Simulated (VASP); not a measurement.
# Se (P3_121) in VASP: further runs

The runs below take Se through electric field gradients, with PBEsol.

Everything below comes from runs of VASP 6.6.1. Logs are shortened: lines on timing, memory, paths and dates and some standing lists are left out, and cuts for length are marked.

## Step 1: The cell of the first run

It takes space group P3_121 (No. 152, trigonal). Conventional cell: a = 4.277 Å, b = 4.277 Å, c = 4.852 Å, α = 90.00°, β = 90.00°, γ = 120.00°. Within 3.1 Å of Se (site symmetry 2) lie 2 Se at 2.32 Å.

## Step 2: Electric field gradients, PBEsol (25.63 Å³/atom)

Contents of INCAR:

```
SYSTEM = Se
PREC     = Accurate       ! precision mode
ENCUT    = 520            ! plane-wave cutoff, eV
EDIFF    = 1E-8           ! SCF threshold, eV
ISMEAR   = -1             ! smearing method
SIGMA    = 0.03           ! smearing width, eV
LREAL    = .FALSE.        ! projectors in reciprocal space
LASPH    = .TRUE.         ! aspherical terms in the spheres
NELM     = 100            ! most SCF steps
ALGO     = Normal         ! electronic algorithm
ISIF     = 2              ! what is computed and relaxed
LWAVE    = .FALSE.        ! write WAVECAR
LCHARG   = .FALSE.        ! write CHGCAR
GGA      = PS             ! functional
LEFG     = .TRUE.       
NBANDS   = 16             ! bands
```

Contents of KPOINTS:

```
regular mesh
0
G
  6 6 5
  0 0 0
```

Contents of POSCAR:

```
Se
1.0
    4.2770688178      0.0000000000      0.0000000000
   -2.1385344090      3.7040502500      0.0000000000
    0.0000000000      0.0000000000      4.8524777481
Se
3
Direct
    0.2254000000      0.0000000000      0.3333333333
    0.0000000000      0.2254000000      0.6666666667
    0.7746000000      0.7746000000      0.0000000000
```

Potentials or basis: VASP PAW PBE potentials, release 64 (Se).

Command:

```console
cat potpaw_PBE.64/Se/POTCAR > POTCAR
mpirun -np 1 vasp_std > vasp.out
```

OUTCAR:

```text
SYSTEM = Se
   PREC = Accurate
   ENCUT = 520
   EDIFF = 1E-8
   ISMEAR = -1
   LREAL = .FALSE.
   LASPH = .TRUE.
   NELM = 100
   ISIF = 2
   GGA = PS

 ion  position               nearest neighbor table
   1  0.225  0.000  0.333-   3 2.32   2 2.32
   2  0.000  0.225  0.667-   3 2.32   1 2.32
   3  0.775  0.775  0.000-   1 2.32   2 2.32

  LATTYP: Found a hexagonal cell.
 ALAT       =     4.2770688178
 C/A-ratio  =     1.1345334749

  Lattice vectors:

 A1 = (   4.2770688178,   0.0000000000,   0.0000000000)
 A2 = (  -2.1385344090,   3.7040502500,   0.0000000000)
 A3 = (   0.0000000000,   0.0000000000,   4.8524777481)

Analysis of symmetry for initial positions (statically):
=====================================================================
 Subroutine PRICEL returns:
 Original cell was already a primitive cell.

 Routine SETGRP: Setting up the symmetry group for a
 hexagonal supercell.

 Subroutine GETGRP returns: Found  6 space group operations
 (whereof  2 operations were pure point group operations)
 out of a pool of 24 trial point group operations.

The static configuration has the point symmetry C_2 .
 The point group associated with its full space group is D_3 .

Analysis of symmetry for dynamics (positions and initial velocities):
=====================================================================
 Subroutine PRICEL returns:
 Original cell was already a primitive cell.

 Routine SETGRP: Setting up the symmetry group for a
 hexagonal supercell.

 Subroutine GETGRP returns: Found  6 space group operations
 (whereof  2 operations were pure point group operations)
 out of a pool of 24 trial point group operations.

The dynamic configuration has the point symmetry C_2 .
 The point group associated with its full space group is D_3 .

 Subroutine INISYM returns: Found  6 space group operations
 (whereof  2 operations are pure point group operations),
 and found     1 'primitive' translations

----------------------------------------------------------------------------------------

[... 135 lines left out ...]
  ext. energy  EPLUGINS =         0.00000000
  ---------------------------------------------------
  free energy    TOTEN  =       -11.41505975 eV

  energy without entropy =      -11.41505975  energy(sigma->0) =      -11.41505975

 E-fermi :   3.7565     XC(G=0):  -9.3044

 val. band max:        3.1279257675   @ k =  -0.1667   0.5000   0.4000
 cond. band min:       4.3129832202   @ k =   0.0000   0.0000   0.4000
 fundamental gap:      1.1850574527
 Fermi energy:         3.7564639617

 k-point     1 :       0.0000    0.0000    0.0000
  band No.  band energies     occupation
      1     -13.1903      2.00000
      2      -8.6959      2.00000
      3      -8.6959      2.00000
      4      -0.8812      2.00000
      5      -0.8098      2.00000
      6      -0.8098      2.00000
[... 433 lines left out ...]
      3      -7.0244      2.00000
      4      -2.5393      2.00000
      5      -1.5995      2.00000
      6      -0.9371      2.00000
[... 8 lines left out ...]
     15      11.1123      0.00000
     16      11.4865      0.00000

 [... further k-points ...]

------------------------ aborting loop because EDIFF is reached ----------------------------------------

  FORCE on cell =-STRESS in cart. coord.  units (eV):
  Direction    XX          YY          ZZ          XY          YZ          ZX
  --------------------------------------------------------------------------------------
  -------------------------------------------------------------------------------------
  Total        1.5164759      1.5164759      3.4135076     -0.0000000     -0.0000000      0.0000000
  in kB       31.6052643     31.6052643     71.1417907     -0.0000000     -0.0000000      0.0000000
  external PRESSURE =      44.7841064 kB  Pullay stress =       0.0000000 kB

 VOLUME and BASIS-vectors are now :
 -----------------------------------------------------------------------------
  energy-cutoff  :      520.00
  volume of cell :       76.88
      direct lattice vectors                 reciprocal lattice vectors
     4.277068818  0.000000000  0.000000000     0.233804982  0.134987370  0.000000000
    -2.138534409  3.704050250  0.000000000     0.000000000  0.269974739  0.000000000
     0.000000000  0.000000000  4.852477748     0.000000000  0.000000000  0.206080286

 POSITION                                       TOTAL-FORCE (eV/Angst)
 -----------------------------------------------------------------------------------
      0.96405      0.00000      1.61749         1.040714     -0.000000      0.000000
     -0.48203      0.83489      3.23499        -0.520357      0.901285     -0.000000
      1.65651      2.86916      0.00000        -0.520357     -0.901285     -0.000000
 -----------------------------------------------------------------------------------
    total drift:                               -0.000000     -0.000000      0.000000

  FREE ENERGIE OF THE ION-ELECTRON SYSTEM (eV)
  ---------------------------------------------------
  free  energy   TOTEN  =       -11.4150597542 eV

  energy  without entropy=      -11.4150597540  energy(sigma->0) =      -11.41505975

 Electric field gradients (V/A^2)
---------------------------------------------------------------------
 ion       V_xx      V_yy      V_zz      V_xy      V_xz      V_yz
---------------------------------------------------------------------
   1     150.497  -318.458   167.961    -0.000    -0.000   314.052
   2    -201.219    33.258   167.961  -203.064  -271.977  -157.026
   3    -201.219    33.258   167.961   203.063   271.977  -157.026
---------------------------------------------------------------------

 Electric field gradients after diagonalization (V/A^2)
 (convention: |V_zz| > |V_xx| > |V_yy|)
----------------------------------------------------------------------
 ion       V_xx      V_yy      V_zz     asymmetry (V_yy - V_xx)/ V_zz
----------------------------------------------------------------------
   1     321.966   150.497  -472.463       0.363
   2     321.966   150.497  -472.463       0.363
   3     321.966   150.496  -472.463       0.363
----------------------------------------------------------------------

           NMR quadrupolar parameters

 Cq : quadrupolar parameter    Cq=e*Q*V_zz/h
 eta: asymmetry parameters     (V_yy - V_xx)/ V_zz
 Q  : nuclear electric quadrupole moment in mb (millibarn)
----------------------------------------------------------------------
 ion       Cq(MHz)       eta       Q (mb)
----------------------------------------------------------------------
   1      -1.142       0.363       1.000
   2      -1.142       0.363       1.000
   3      -1.142       0.363       1.000
----------------------------------------------------------------------
```

OSZICAR:

```text
N       E                     dE             d eps       ncg     rms          rms(c)
DAV:   1     0.804485135512E+02    0.80449E+02   -0.73240E+03   864   0.945E+02
DAV:   2    -0.652154976722E+01   -0.86970E+02   -0.82045E+02  1160   0.154E+02
DAV:   3    -0.114823076427E+02   -0.49608E+01   -0.49467E+01  1032   0.422E+01
DAV:   4    -0.115149879708E+02   -0.32680E-01   -0.32676E-01  1160   0.406E+00
DAV:   5    -0.115152021951E+02   -0.21422E-03   -0.21422E-03  1048   0.323E-01    0.785E+00
DAV:   6    -0.114438128886E+02    0.71389E-01   -0.34660E-02  1088   0.114E+00    0.483E+00
DAV:   7    -0.114158363102E+02    0.27977E-01   -0.70685E-02  1048   0.158E+00    0.197E-01
DAV:   8    -0.114149967165E+02    0.83959E-03   -0.78846E-03   928   0.547E-01    0.931E-02
DAV:   9    -0.114150441981E+02   -0.47482E-04   -0.25863E-04  1232   0.999E-02    0.314E-02
DAV:  10    -0.114150586662E+02   -0.14468E-04   -0.20846E-05  1016   0.302E-02    0.585E-03
DAV:  11    -0.114150599312E+02   -0.12650E-05   -0.41178E-06  1176   0.123E-02    0.317E-03
DAV:  12    -0.114150597793E+02    0.15190E-06   -0.85423E-07  1072   0.583E-03    0.825E-04
DAV:  13    -0.114150597631E+02    0.16230E-07   -0.15412E-07  1160   0.224E-03    0.333E-04
DAV:  14    -0.114150597542E+02    0.88769E-08   -0.13293E-08   888   0.709E-04
   1 F= -.11415060E+02 E0= -.11415060E+02  d E =-.189538E-09
```

Wall time 50 s (1 thread of AMD EPYC 7R43 (Zen 3), shared host); peak memory 0.15 GiB.

What came out:

| Item | Value |
| --- | --- |
| Free energy | -11.4151 eV |
| Pressure | 4.5 GPa |
| Largest force | 1.041 eV/Å |
| Band gap on the k mesh | 1.19 eV (least direct gap 1.55 eV) |
| Largest electric field gradient by atom | Se -472.5 V/Å² |

Forces on the atoms (eV/Å):
```
Se   1.041  0.000  0.000
Se  -0.520  0.901  0.000
Se  -0.520 -0.901  0.000
```

Stress tensor (GPa, compression positive):
```
3.16 0.00 0.00
0.00 3.16 0.00
0.00 0.00 7.11
```

Electric field gradients, principal values (V/Å²):
```csv
atom,least,middle,greatest (by size)
1 Se,150.497,321.966,-472.463
2 Se,150.497,321.966,-472.463
3 Se,150.496,321.966,-472.463
```

Caveat: the cell stands under pressure; without QUAD_EFG the Cq values of the log hold for a quadrupole moment of 1 mb, not for the nuclei; the PAW data sets were made with another functional, which shifts forces and pressure a little; an odd mesh through Γ misses points on the zone boundary, where band edges can lie.

## Step 3: Electric field gradients, PBEsol (25.63 Å³/atom)

Contents of INCAR:

```
  PREC = Accurate
  ENCUT = 520
  EDIFF = 1E-8
  ISMEAR = -1
  SIGMA = 0.03
  LREAL = False
  LASPH = True
  NELM = 60
  ALGO = Normal
  ISIF = 2
  LWAVE = False
  LCHARG = False
  GGA = PS
  LEFG = True
  NBANDS = 16
```

Contents of KPOINTS:

```
Automatic mesh
0
Gamma
  6 6 5
```

POSCAR is that of step 2.

Potentials or basis: VASP PAW PBE potentials, release 64 (Se).

Command:

```console
cat potpaw_PBE.64/Se/POTCAR > POTCAR
mpirun -np 1 vasp_std > vasp.out
```

OUTCAR:

```text
PREC = Accurate
   ENCUT = 520
   EDIFF = 1E-8
   ISMEAR = -1
   LREAL = False
   LASPH = True
   NELM = 60
   ISIF = 2
   GGA = PS

 ion  position               nearest neighbor table
   1  0.225  0.000  0.333-   3 2.32   2 2.32
   2  0.000  0.225  0.667-   3 2.32   1 2.32
   3  0.775  0.775  0.000-   1 2.32   2 2.32

  LATTYP: Found a hexagonal cell.
 ALAT       =     4.2770688178
 C/A-ratio  =     1.1345334749

  Lattice vectors:

 A1 = (   4.2770688178,   0.0000000000,   0.0000000000)
 A2 = (  -2.1385344090,   3.7040502500,   0.0000000000)
 A3 = (   0.0000000000,   0.0000000000,   4.8524777481)

Analysis of symmetry for initial positions (statically):
=====================================================================
 Subroutine PRICEL returns:
 Original cell was already a primitive cell.

 Routine SETGRP: Setting up the symmetry group for a
 hexagonal supercell.

 Subroutine GETGRP returns: Found  6 space group operations
 (whereof  2 operations were pure point group operations)
 out of a pool of 24 trial point group operations.

The static configuration has the point symmetry C_2 .
 The point group associated with its full space group is D_3 .

Analysis of symmetry for dynamics (positions and initial velocities):
=====================================================================
 Subroutine PRICEL returns:
 Original cell was already a primitive cell.

 Routine SETGRP: Setting up the symmetry group for a
 hexagonal supercell.

 Subroutine GETGRP returns: Found  6 space group operations
[... 601 lines left out ...]
      3      -7.0244      2.00000
      4      -2.5393      2.00000
      5      -1.5995      2.00000
      6      -0.9371      2.00000
[... 8 lines left out ...]
     15      11.1123      0.00000
     16      11.4865      0.00000

 [... further k-points ...]

------------------------ aborting loop because EDIFF is reached ----------------------------------------

  FORCE on cell =-STRESS in cart. coord.  units (eV):
  Direction    XX          YY          ZZ          XY          YZ          ZX
  --------------------------------------------------------------------------------------
  -------------------------------------------------------------------------------------
  Total        1.5164759      1.5164759      3.4135076     -0.0000000     -0.0000000      0.0000000
  in kB       31.6052643     31.6052643     71.1417907     -0.0000000     -0.0000000      0.0000000
  external PRESSURE =      44.7841064 kB  Pullay stress =       0.0000000 kB

 VOLUME and BASIS-vectors are now :
 -----------------------------------------------------------------------------
  energy-cutoff  :      520.00
  volume of cell :       76.88
      direct lattice vectors                 reciprocal lattice vectors
     4.277068818  0.000000000  0.000000000     0.233804982  0.134987370  0.000000000
    -2.138534409  3.704050250  0.000000000     0.000000000  0.269974739  0.000000000
     0.000000000  0.000000000  4.852477748     0.000000000  0.000000000  0.206080286

 POSITION                                       TOTAL-FORCE (eV/Angst)
 -----------------------------------------------------------------------------------
      0.96405      0.00000      1.61749         1.040714     -0.000000      0.000000
     -0.48203      0.83489      3.23499        -0.520357      0.901285     -0.000000
      1.65651      2.86916      0.00000        -0.520357     -0.901285     -0.000000
 -----------------------------------------------------------------------------------
    total drift:                               -0.000000     -0.000000      0.000000

  FREE ENERGIE OF THE ION-ELECTRON SYSTEM (eV)
  ---------------------------------------------------
  free  energy   TOTEN  =       -11.4150597542 eV

  energy  without entropy=      -11.4150597540  energy(sigma->0) =      -11.41505975

 Electric field gradients (V/A^2)
---------------------------------------------------------------------
 ion       V_xx      V_yy      V_zz      V_xy      V_xz      V_yz
---------------------------------------------------------------------
   1     150.497  -318.458   167.961    -0.000    -0.000   314.052
   2    -201.219    33.258   167.961  -203.064  -271.977  -157.026
   3    -201.219    33.258   167.961   203.063   271.977  -157.026
---------------------------------------------------------------------

 Electric field gradients after diagonalization (V/A^2)
 (convention: |V_zz| > |V_xx| > |V_yy|)
----------------------------------------------------------------------
 ion       V_xx      V_yy      V_zz     asymmetry (V_yy - V_xx)/ V_zz
----------------------------------------------------------------------
   1     321.966   150.497  -472.463       0.363
   2     321.966   150.497  -472.463       0.363
   3     321.966   150.496  -472.463       0.363
----------------------------------------------------------------------

           NMR quadrupolar parameters

 Cq : quadrupolar parameter    Cq=e*Q*V_zz/h
 eta: asymmetry parameters     (V_yy - V_xx)/ V_zz
 Q  : nuclear electric quadrupole moment in mb (millibarn)
----------------------------------------------------------------------
 ion       Cq(MHz)       eta       Q (mb)
----------------------------------------------------------------------
   1      -1.142       0.363       1.000
   2      -1.142       0.363       1.000
   3      -1.142       0.363       1.000
----------------------------------------------------------------------
```

It took 48 s on 1 thread of AMD EPYC 7R43 (Zen 3), shared host; peak memory 0.14 GiB.

What came out:

```
Free energy                             : -11.4151 eV
Pressure                                : 4.5 GPa
Largest force                           : 1.041 eV/Å
Band gap on the k mesh                  : 1.19 eV (least direct gap 1.55 eV)
Largest electric field gradient by atom : Se -472.5 V/Å²
```

Forces in eV/Å, atoms in the order of the input:
```
Se   1.041  0.000  0.000
Se  -0.520  0.901  0.000
Se  -0.520 -0.901  0.000
```

Electric field gradients, principal values (V/Å²):
| atom | least | middle | greatest (by size) |
| --- | --- | --- | --- |
| 1 Se | 150.497 | 321.966 | -472.463 |
| 2 Se | 150.497 | 321.966 | -472.463 |
| 3 Se | 150.496 | 321.966 | -472.463 |

Caveat: the cell stands under pressure; without QUAD_EFG the Cq values of the log hold for a quadrupole moment of 1 mb, not for the nuclei; the PAW data sets were made with another functional, which shifts forces and pressure a little; an odd mesh through Γ misses points on the zone boundary, where band edges can lie.

(Part 1 of 2 ends here.)
